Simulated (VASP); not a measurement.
# Pb (P6_3/mmc) in VASP: a series of runs, part 3 of 3

VASP 6.6.1. Earlier steps stand in the parts before.

**4. Electric field gradients, PBEsol**

This run uses another cell than the first one, of 29.31 Å³/atom.

The input, INCAR:

```
  ALGO = Normal
  EDIFF = 1E-8
  ENCUT = 520
  GGA = PS
  ISIF = 2
  ISMEAR = -1
  LASPH = T
  LCHARG = F
  LEFG = T
  LREAL = F
  LWAVE = F
  NBANDS = 21
  NELM = 60
  PREC = Accurate
  SIGMA = 0.05
```

The input, KPOINTS:

```
k-points
0
Gamma
  12 12 7
```

The input, POSCAR:

```
Pb
1.0
    3.4800006906      0.0000000000      0.0000000000
   -1.7400003453      3.0137690032      0.0000000000
    0.0000000000      0.0000000000      5.5900000000
Pb
2
Direct
    0.3333333333      0.6666666667      0.2500000000
    0.6666666667      0.3333333333      0.7500000000
```

Potentials or basis: VASP PAW PBE potentials, release 64 (Pb_d).

Command:

```bash
$ cat potpaw_PBE.64/Pb_d/POTCAR > POTCAR
$ mpirun -np 1 vasp_std > vasp.out
```

OUTCAR:

```text
EDIFF = 1E-8
   ENCUT = 520
   GGA = PS
   ISIF = 2
   ISMEAR = -1
   LASPH = T
   LREAL = F
   NELM = 60
   PREC = Accurate

 ion  position               nearest neighbor table
   1  0.333  0.667  0.250-   2 3.44   2 3.44   2 3.44   2 3.44   2 3.44   2 3.44
   2  0.667  0.333  0.750-   1 3.44   1 3.44   1 3.44   1 3.44   1 3.44   1 3.44

  LATTYP: Found a hexagonal cell.
 ALAT       =     3.4800006906
 C/A-ratio  =     1.6063215203

  Lattice vectors:

 A1 = (   3.4800006906,   0.0000000000,   0.0000000000)
 A2 = (  -1.7400003453,   3.0137690032,   0.0000000000)
 A3 = (   0.0000000000,   0.0000000000,   5.5900000000)

Analysis of symmetry for initial positions (statically):
=====================================================================
 Subroutine PRICEL returns:
 Original cell was already a primitive cell.

 Routine SETGRP: Setting up the symmetry group for a
 hexagonal supercell.

 Subroutine GETGRP returns: Found 24 space group operations
 (whereof 12 operations were pure point group operations)
 out of a pool of 24 trial point group operations.

The static configuration has the point symmetry D_3d.
 The point group associated with its full space group is D_6h.

Analysis of symmetry for dynamics (positions and initial velocities):
=====================================================================
 Subroutine PRICEL returns:
 Original cell was already a primitive cell.

 Routine SETGRP: Setting up the symmetry group for a
 hexagonal supercell.

 Subroutine GETGRP returns: Found 24 space group operations
 (whereof 12 operations were pure point group operations)
 out of a pool of 24 trial point group operations.

The dynamic configuration has the point symmetry D_3d.
 The point group associated with its full space group is D_6h.

 Subroutine INISYM returns: Found 24 space group operations
 (whereof 12 operations are pure point group operations),
 and found     1 'primitive' translations

----------------------------------------------------------------------------------------

                                     Primitive cell

  volume of cell :      58.6275

  direct lattice vectors                    reciprocal lattice vectors
     3.480000691  0.000000000  0.000000000     0.287356265  0.165905217  0.000000000
    -1.740000345  3.013769003  0.000000000     0.000000000  0.331810434  0.000000000
     0.000000000  0.000000000  5.590000000     0.000000000  0.000000000  0.178890877

  length of vectors
     3.480000691  3.480000691  5.590000000     0.331810434  0.331810434  0.178890877

  position of ions in fractional coordinates (direct lattice)
     0.333333333  0.666666667  0.250000000
     0.666666667  0.333333333  0.750000000

  ion indices of the primitive-cell ions
   primitive index   ion index
                 1           1
                 2           2

[... 76 lines left out ...]
   NFREE  =      0    steps in history (QN), initial steepest desc. (CG)
   ISIF   =      2    stress and relaxation
   ISYM   =      2    0-nonsym 1-usesym 2-fastsym
   POTIM  = 0.5000    time-step for ionic-motion
   TEBEG  =    0.0;   TEEND  =   0.0 temperature during run
   PSTRESS=    0.0 pullay stress
   NELECT =      28.0000    total number of electrons
   NUPDOWN=      -1.0000    fix difference up-down
   EMIN   =  10.00;   EMAX   =-10.00  energy-range for DOS
   EFERMI =   0.00;   METHOD = LEGACY
   ISMEAR =    -1;   SIGMA  =   0.05  broadening in eV -4-tet -1-fermi 0-gaus
   EFERMI_NEDOS =   21; number of points for ismear=-14 and -15
   IALGO  =     38    algorithm
   IMIX   =      4    mixing-type and parameters
     AMIX     =   0.40;   BMIX     =  1.00
     AMIX_MAG =   1.60;   BMIX_MAG =  1.00
  volume/ion in A,a.u.               =      29.31       197.82
  Fermi-wavevector in a.u.,A,eV,Ry     =   1.279658  2.418202 22.279864  1.637524
  Thomas-Fermi vector in A             =   2.412130
   LORBIT       =      0    0 simple, 1 ext, 2 COOP (PROOUT), +10 PAW based schemes
   GGA     = PS    functional components
   LHFCALC =     F    Hartree Fock is set to
   AEXX    =    0.0000 exact exchange contribution
   IVDW    =     0    specifies the selected vdW correction
   LEPSILON=     F    determine dielectric tensor
   LRPA    =     F    only Hartree local field effects (RPA)
 non-spin polarized calculation
  energy-cutoff  :      520.00
  volume of cell :       58.63
 maximum number of plane-waves:      1617
 NGX is ok and might be reduce to    28
   NGX = 13   NGY = 13   NGZ = 21

 number of electron      28.0000005 magnetization

 Free energy of the ion-electron system (eV)
  ---------------------------------------------------
  ext. energy  EPLUGINS =         0.00000000
  ---------------------------------------------------
  free energy    TOTEN  =        -7.95979150 eV

  energy without entropy =       -7.94836540  energy(sigma->0) =       -7.95407845

 E-fermi :   7.4550     XC(G=0): -10.5067

 val. band max:        7.4513532572   @ k =   0.3333   0.0833   0.0000
 cond. band min:       7.4687299643   @ k =   0.4167   0.0833   0.1429
 fundamental gap:      0.0173767071
 Fermi energy:         7.4549940294

 k-point     1 :       0.0000    0.0000    0.0000
  band No.  band energies     occupation
      1      -9.5780      2.00000
      2      -9.5287      2.00000
      3      -9.5070      2.00000
      4      -9.5070      2.00000
      5      -9.4817      2.00000
      6      -9.4817      2.00000
[... 565 lines left out ...]
     20      15.7210      0.00000
     21      17.8940      0.00000

 [... further k-points ...]

------------------------ aborting loop because EDIFF is reached ----------------------------------------

  FORCE on cell =-STRESS in cart. coord.  units (eV):
  Direction    XX          YY          ZZ          XY          YZ          ZX
  --------------------------------------------------------------------------------------
  -------------------------------------------------------------------------------------
  Total        0.2805291      0.2805291      0.3400480      0.0000000      0.0000000     -0.0000000
  in kB        7.6663287      7.6663287      9.2928663      0.0000000      0.0000000     -0.0000000
  external PRESSURE =       8.2085079 kB  Pullay stress =       0.0000000 kB

 VOLUME and BASIS-vectors are now :
 -----------------------------------------------------------------------------
  energy-cutoff  :      520.00
  volume of cell :       58.63
      direct lattice vectors                 reciprocal lattice vectors
     3.480000691  0.000000000  0.000000000     0.287356265  0.165905217  0.000000000
    -1.740000345  3.013769003  0.000000000     0.000000000  0.331810434  0.000000000
     0.000000000  0.000000000  5.590000000     0.000000000  0.000000000  0.178890877

 POSITION                                       TOTAL-FORCE (eV/Angst)
 -----------------------------------------------------------------------------------
     -0.00000      2.00918      1.39750         0.000000     -0.000000      0.000000
      1.74000      1.00459      4.19250        -0.000000      0.000000      0.000000
 -----------------------------------------------------------------------------------
    total drift:                               -0.000000      0.000000      0.000000

  FREE ENERGIE OF THE ION-ELECTRON SYSTEM (eV)
  ---------------------------------------------------
  free  energy   TOTEN  =        -7.9597914973 eV

  energy  without entropy=       -7.9483654011  energy(sigma->0) =       -7.95407845

 Electric field gradients (V/A^2)
---------------------------------------------------------------------
 ion       V_xx      V_yy      V_zz      V_xy      V_xz      V_yz
---------------------------------------------------------------------
   1       4.260     4.260    -8.521    -0.000     0.000    -0.000
   2       4.260     4.260    -8.521    -0.000    -0.000     0.000
---------------------------------------------------------------------

 Electric field gradients after diagonalization (V/A^2)
 (convention: |V_zz| > |V_xx| > |V_yy|)
----------------------------------------------------------------------
 ion       V_xx      V_yy      V_zz     asymmetry (V_yy - V_xx)/ V_zz
----------------------------------------------------------------------
   1       4.260     4.260    -8.521       0.000
   2       4.260     4.260    -8.521       0.000
----------------------------------------------------------------------

           NMR quadrupolar parameters

 Cq : quadrupolar parameter    Cq=e*Q*V_zz/h
 eta: asymmetry parameters     (V_yy - V_xx)/ V_zz
 Q  : nuclear electric quadrupole moment in mb (millibarn)
----------------------------------------------------------------------
 ion       Cq(MHz)       eta       Q (mb)
----------------------------------------------------------------------
   1      -0.021       0.000       1.000
   2      -0.021       0.000       1.000
----------------------------------------------------------------------
```

OSZICAR:

```text
N       E                     dE             d eps       ncg     rms          rms(c)
DAV:   1     0.292791562385E+03    0.29279E+03   -0.14270E+04  3197   0.165E+03
DAV:   2     0.130540442427E+02   -0.27974E+03   -0.27304E+03  3207   0.407E+02
DAV:   3    -0.734297631574E+01   -0.20397E+02   -0.20180E+02  3889   0.136E+02
DAV:   4    -0.796700477557E+01   -0.62403E+00   -0.62367E+00  3841   0.267E+01
DAV:   5    -0.799774120348E+01   -0.30736E-01   -0.30736E-01  4399   0.545E+00    0.874E-01
DAV:   6    -0.796792737630E+01    0.29814E-01   -0.51926E-02  4355   0.314E+00    0.409E-01
DAV:   7    -0.796030872763E+01    0.76186E-02   -0.18854E-02  4480   0.183E+00    0.131E-01
DAV:   8    -0.795979518632E+01    0.51354E-03   -0.10854E-03  4336   0.461E-01    0.141E-02
DAV:   9    -0.795979129296E+01    0.38934E-05   -0.42368E-05  4506   0.969E-02    0.627E-03
DAV:  10    -0.795979141785E+01   -0.12489E-06   -0.27518E-06  4617   0.190E-02    0.853E-04
DAV:  11    -0.795979150382E+01   -0.85974E-07   -0.17599E-07  4428   0.550E-03    0.181E-04
DAV:  12    -0.795979149380E+01    0.10021E-07   -0.80332E-09  2480   0.149E-03    0.420E-05
DAV:  13    -0.795979149730E+01   -0.35038E-08   -0.14364E-09  2311   0.568E-04
   1 F= -.79597915E+01 E0= -.79540784E+01  d E =-.114261E-01
```

Wall time 52 s (1 thread of Intel Xeon 6975P-C (Granite Rapids), shared host); peak memory 0.21 GiB.

Results:

```
Free energy                             : -7.9598 eV
Pressure                                : 0.8 GPa
Band gap on the k mesh                  : zero (bands 14 and 15 overlap by 7.72 eV)
Largest electric field gradient by atom : Pb -8.5 V/Å²
```

Levels at points of the mesh, in eV from the Fermi level:
```tsv
k point	band 10	band 11	band 12	band 13	band 14	band 15	band 16	band 17	band 18	band 19
(0.00, 0.00, 0.00)	-16.70	-11.98	-7.99	-4.32	5.58	5.58	7.49	7.49	8.16	8.78
(0.50, 0.00, 0.00)	-16.67	-8.41	-7.16	-2.90	-1.41	-0.54	1.78	1.97	5.80	6.17
```

Electric field gradients, principal values (V/Å²):
| atom | least | middle | greatest (by size) |
| --- | --- | --- | --- |
| 1 Pb | 4.260 | 4.260 | -8.521 |
| 2 Pb | 4.260 | 4.260 | -8.521 |

Caveat: without QUAD_EFG the Cq values of the log hold for a quadrupole moment of 1 mb, not for the nuclei; the PAW data sets were made with another functional, which shifts forces and pressure a little; spin-orbit coupling is left out, which moves the levels of the heavy elements.

**5. Electric field gradients, PBEsol (equal xx and yy strain of -3 %)**

The input, INCAR:

```
SYSTEM = Pb
PREC = Accurate ; ENCUT = 520
EDIFF = 1E-8 ; ISMEAR = -1
SIGMA = 0.05 ; LREAL = .FALSE.
LASPH = .TRUE. ; NELM = 100
ALGO = Normal ; ISIF = 2
LWAVE = .FALSE. ; LCHARG = .FALSE.
GGA = PS ; LEFG = .TRUE.
NBANDS = 21
```

The input, KPOINTS:

```
regular mesh
0
G
  12 12 7
  0 0 0
```

The input, POSCAR:

```
Pb
1.0
    3.3756006699      0.0000000000      0.0000000000
   -1.6878003349      2.9233559331      0.0000000000
    0.0000000000      0.0000000000      5.5900000000
Pb
2
Direct
    0.3333333333      0.6666666667      0.2500000000
    0.6666666667      0.3333333333      0.7500000000
```

Potentials or basis: VASP PAW PBE potentials, release 64 (Pb_d).

Command:

```bash
$ cat potpaw_PBE.64/Pb_d/POTCAR > POTCAR
$ mpirun -np 1 vasp_std > vasp.out
```

OUTCAR:

```text
SYSTEM = Pb
   PREC = Accurate
   ENCUT = 520
   EDIFF = 1E-8
   ISMEAR = -1
   LREAL = .FALSE.
   LASPH = .TRUE.
   NELM = 100
   ISIF = 2
   GGA = PS

 ion  position               nearest neighbor table
   1  0.333  0.667  0.250-   2 3.41   2 3.41   2 3.41   2 3.41   2 3.41   2 3.41
   2  0.667  0.333  0.750-   1 3.41   1 3.41   1 3.41   1 3.41   1 3.41   1 3.41

  LATTYP: Found a hexagonal cell.
 ALAT       =     3.3756006699
 C/A-ratio  =     1.6560015673

  Lattice vectors:

 A1 = (   3.3756006699,   0.0000000000,   0.0000000000)
 A2 = (  -1.6878003349,   2.9233559331,   0.0000000000)
 A3 = (   0.0000000000,   0.0000000000,   5.5900000000)

Analysis of symmetry for initial positions (statically):
=====================================================================
 Subroutine PRICEL returns:
 Original cell was already a primitive cell.

 Routine SETGRP: Setting up the symmetry group for a
 hexagonal supercell.
[... 767 lines left out ...]
  volume of cell :       55.16
      direct lattice vectors                 reciprocal lattice vectors
     3.375600670  0.000000000  0.000000000     0.296243572  0.171036306  0.000000000
    -1.687800335  2.923355933  0.000000000     0.000000000  0.342072612  0.000000000
     0.000000000  0.000000000  5.590000000     0.000000000  0.000000000  0.178890877

 POSITION                                       TOTAL-FORCE (eV/Angst)
 -----------------------------------------------------------------------------------
     -0.00000      1.94890      1.39750         0.000000      0.000000      0.000000
      1.68780      0.97445      4.19250        -0.000000      0.000000      0.000000
 -----------------------------------------------------------------------------------
    total drift:                               -0.000000      0.000000      0.000000

  FREE ENERGIE OF THE ION-ELECTRON SYSTEM (eV)
  ---------------------------------------------------
  free  energy   TOTEN  =        -7.8996612027 eV

  energy  without entropy=       -7.8883580513  energy(sigma->0) =       -7.89400963

 Electric field gradients (V/A^2)
---------------------------------------------------------------------
 ion       V_xx      V_yy      V_zz      V_xy      V_xz      V_yz
---------------------------------------------------------------------
   1       7.108     7.107   -14.216    -0.001     0.000    -0.000
   2       7.108     7.107   -14.216    -0.001    -0.000     0.000
---------------------------------------------------------------------

 Electric field gradients after diagonalization (V/A^2)
 (convention: |V_zz| > |V_xx| > |V_yy|)
----------------------------------------------------------------------
 ion       V_xx      V_yy      V_zz     asymmetry (V_yy - V_xx)/ V_zz
----------------------------------------------------------------------
   1       7.109     7.107   -14.216       0.000
   2       7.109     7.107   -14.216       0.000
----------------------------------------------------------------------

           NMR quadrupolar parameters

 Cq : quadrupolar parameter    Cq=e*Q*V_zz/h
 eta: asymmetry parameters     (V_yy - V_xx)/ V_zz
 Q  : nuclear electric quadrupole moment in mb (millibarn)
----------------------------------------------------------------------
 ion       Cq(MHz)       eta       Q (mb)
----------------------------------------------------------------------
   1      -0.034       0.000       1.000
   2      -0.034       0.000       1.000
----------------------------------------------------------------------
```

OSZICAR:

```text
N       E                     dE             d eps       ncg     rms          rms(c)
DAV:   1     0.293798153866E+03    0.29380E+03   -0.14396E+04  3197   0.169E+03
DAV:   2     0.129211691427E+02   -0.28088E+03   -0.27433E+03  3227   0.410E+02
DAV:   3    -0.729799021603E+01   -0.20219E+02   -0.19996E+02  3848   0.136E+02
DAV:   4    -0.791311833884E+01   -0.61513E+00   -0.61477E+00  3850   0.265E+01
DAV:   5    -0.794269233986E+01   -0.29574E-01   -0.29573E-01  4411   0.534E+00    0.977E-01
DAV:   6    -0.790927302179E+01    0.33419E-01   -0.55514E-02  4444   0.336E+00    0.447E-01
DAV:   7    -0.790034530289E+01    0.89277E-02   -0.19420E-02  4462   0.192E+00    0.127E-01
DAV:   8    -0.789966082208E+01    0.68448E-03   -0.10449E-03  4332   0.440E-01    0.107E-02
DAV:   9    -0.789966162376E+01   -0.80168E-06   -0.23210E-05  4639   0.638E-02    0.574E-03
DAV:  10    -0.789966118005E+01    0.44371E-06   -0.14185E-06  4205   0.947E-03    0.822E-04
DAV:  11    -0.789966121602E+01   -0.35973E-07   -0.11088E-07  4598   0.471E-03    0.142E-04
DAV:  12    -0.789966120490E+01    0.11119E-07   -0.46006E-09  2402   0.105E-03    0.483E-05
DAV:  13    -0.789966120273E+01    0.21755E-08   -0.94938E-10  2326   0.456E-04
   1 F= -.78996612E+01 E0= -.78940096E+01  d E =-.113032E-01
```

stdout:

```text
POSCAR found type information on POSCAR Pb
 POSCAR found :  1 types and       2 ions
 scaLAPACK will be used
 -----------------------------------------------------------------------------
|                                                                             |
|                                                                             |
|     You enforced a specific xc type in the INCAR file but a different       |
|     I HOPE YOU KNOW WHAT YOU ARE DOING!                                     |
|                                                                             |
 -----------------------------------------------------------------------------

 LDA part: xc-table for (Slater+PW92), standard interpolation
 POSCAR, INCAR and KPOINTS ok, starting setup
 FFT: planning ... GRIDC
 FFT: planning ... GRID_SOFT
 FFT: planning ... GRID
 WAVECAR not read
 entering main loop
ion   1

ion   2
```

Run time: 34 s. Hardware: 1 thread of Intel Xeon 6975P-C (Granite Rapids), shared host; peak memory 0.21 GiB.

What came out:

```
Free energy                             : -7.8997 eV
Pressure                                : 4.7 GPa
Band gap on the k mesh                  : zero (bands 14 and 15 overlap by 8.53 eV)
Largest electric field gradient by atom : Pb -14.2 V/Å²
```

Levels at points of the mesh, in eV from the Fermi level:
```tsv
k point	band 11	band 12	band 13	band 14	band 15	band 16	band 17	band 18
(0.00, 0.00, 0.00)	-12.41	-8.32	-4.69	6.33	6.33	8.06	8.28	8.28
(0.50, 0.00, 0.00)	-8.38	-7.13	-3.10	-1.71	-0.58	1.81	2.31	6.15
```

Electric field gradients, principal values (V/Å²):
| atom | least | middle | greatest (by size) |
| --- | --- | --- | --- |
| 1 Pb | 7.107 | 7.109 | -14.216 |
| 2 Pb | 7.107 | 7.109 | -14.216 |

Caveat: the cell differs from its parent crystal (equal xx and yy strain of -3 %); the cell stands under pressure; without QUAD_EFG the Cq values of the log hold for a quadrupole moment of 1 mb, not for the nuclei; the PAW data sets were made with another functional, which shifts forces and pressure a little; spin-orbit coupling is left out, which moves the levels of the heavy elements.

**6. Overview**

| cell | gap on the mesh (eV) | pressure (GPa) |
| --- | --- | --- |
| a = 3.468, b = 3.468, c = 5.571 Å, angles 90.0, 90.0, 120.0°, 2 atoms | none | 1.3 |
| a = 3.480, b = 3.480, c = 5.590 Å, angles 90.0, 90.0, 120.0°, 2 atoms | none | 0.8 |
| a = 3.376, b = 3.376, c = 5.590 Å, angles 90.0, 90.0, 120.0°, 2 atoms | none | 4.7 |

Alike in all rows: task electric field gradients; level PBEsol; potentials or basis VASP PAW PBE potentials, release 64 (Pb_d); no spin polarisation; k mesh 12 × 12 × 7; cutoff (eV) 520; smearing fermi-dirac 0.05 eV.

Caveats: the PAW data sets were made with another functional, which shifts forces and pressure a little; spin-orbit coupling is left out, which moves the levels of the heavy elements; the cell stands under pressure (at least some runs).

Absolute energies hang on the potentials; compare differences alone.
